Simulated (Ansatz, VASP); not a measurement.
# WS2 in VASP and in Ansatz

File INCAR:

```
SYSTEM = WS2
PREC = Accurate
ENCUT = 520
EDIFF = 1E-7
ISMEAR = 0
SIGMA = 0.05
LREAL = .False.
LASPH = .True.
NELM = 80
ALGO = Normal
ISIF = 2
LWAVE = .False.
LCHARG = .False.
GGA = PS
NBANDS = 20
```

The input KPOINTS:

```
Automatic mesh
0
Gamma
  12 12 12
  0 0 0
```

Contents of POSCAR:

```
WS2
1.0
    1.5553153785      0.8979617525      5.9784301000
   -1.5553153785      0.8979617525      5.9784301000
    0.0000000000     -1.7959235049      5.9784301000
W S
1 2
Direct
    0.0000000000      0.0000000000      0.0000000000
    0.7503000000      0.7503000000      0.7503000000
    0.5810000000      0.5810000000      0.5810000000
```

Input for Ansatz:

```yaml
crystal:
  lattice:
    - [1.5553153785, 0.8979617525, 5.9784301]
    - [-1.5553153785, 0.8979617525, 5.9784301]
    - [0.0, -1.7959235049, 5.9784301]
  atoms:
    - { symbol: W, position: [0.0, 0.0, 0.0] }
    - { symbol: S, position: [0.7503, 0.7503, 0.7503] }
    - { symbol: S, position: [0.581, 0.581, 0.581] }
basis:
  ecutwfc: 420
kpoints:
  mp_grid: { grid: [12, 12, 12] }
hamiltonian:
  xc: pbesol
scf:
  occupations: { method: gaussian, width: 0.05 }
output:
  forces: true
  stress: true
  eigenvalues: true
```

Change from the starting cell: strain -0.015 along x and y, -0.030 along z, atoms carried along.

Alike in both runs: task single point; functional PBEsol; k mesh 12 × 12 × 12; occupations gaussian, width 0.05 eV; no spin polarisation.

```csv
,VASP,Ansatz
version,VASP 6.6.1,Ansatz 0.2.0
potentials or method,"VASP PAW PBE potentials, release 64 (W_sv, S), cutoff 520 eV","scalar-relativistic, plane waves, PAW"
valence electrons in the cell,26,26
```

Ansatz gave:

| Quantity | Value |
| --- | --- |
| gap on the k mesh at the Fermi level (eV) | 0.86 |
| least direct gap on the mesh (eV) | 1.93 |
| pressure (GPa) | 11.1 |
| traceless stress, the component that is largest in VASP (GPa) | 3.39 |
| rms of the force components (eV/Å) | 0.681 |

Task: What did VASP give for the same quantities?

Result: gap on the k mesh at the Fermi level (eV): 0.88; least direct gap on the mesh (eV): 1.93; pressure (GPa): 11.3; traceless stress, the component that is largest in VASP (GPa): 3.41; rms of the force components (eV/Å): 0.691.

VASP's potentials were made for PBE, not for PBEsol. Atom by atom the forces differ by 0.011 eV/Å (rms over components). With one functional, cell and mesh, what is left measures potentials, basis and numerics.

Neither program's run includes spin-orbit coupling.
